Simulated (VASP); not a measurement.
A run of VASP 6.6.1 is set up as follows.

INCAR

```
PREC = Accurate
ENCUT = 520
EDIFF = 1E-7
ISMEAR = 0
SIGMA = 0.05
LREAL = F
LASPH = T
NELM = 150
ALGO = Normal
ISIF = 2
LWAVE = F
LCHARG = F
ISPIN = 2
MAGMOM = 0 0 0 0 3 0 0 0 0
LORBIT = 11
LDIPOL = T
IDIPOL = 3
DIPOL = 0.5 0.5 0.367
GGA = PE
NBANDS = 32
```

The input KPOINTS:

```
regular mesh
0
Gamma
  9 9 1
```

Contents of POSCAR:

```
Al4N5
1.0
    3.1297683446      0.0000000000      0.0000000000
   -1.5648841723      2.7104588944      0.0000000000
    0.0000000000      0.0000000000     23.5622383296
N Al
5 4
Direct
    0.3333333333      0.6666666667      0.1697631585
    0.6666666667      0.3333333333      0.2762323142
    0.3333333333      0.6666666667      0.3850947236
    0.6666666667      0.3333333333      0.4903953008
    1.0000000000      1.0000000000      0.5715568742
    0.6666666667      0.3333333333      0.1949871942
    0.3333333333      0.6666666667      0.3014563499
    0.6666666667      0.3333333333      0.4056970604
    0.3333333333      0.6666666667      0.5119309193
```

Potentials or basis: VASP PAW PBE potentials, release 64 (N, Al).

Command:

```bash
$ cat potpaw_PBE.64/N/POTCAR potpaw_PBE.64/Al/POTCAR > POTCAR
$ mpirun -np 1 vasp_std > vasp.out
```

(1) Predict the net moment.

(2) What does it give for the site moments?

Results:

(1) 2.41 μB per cell.

(2) N +0.03, +0.00, +0.02, +0.20, +1.42; Al +0.00, +0.01, -0.01 (each value once) μB.
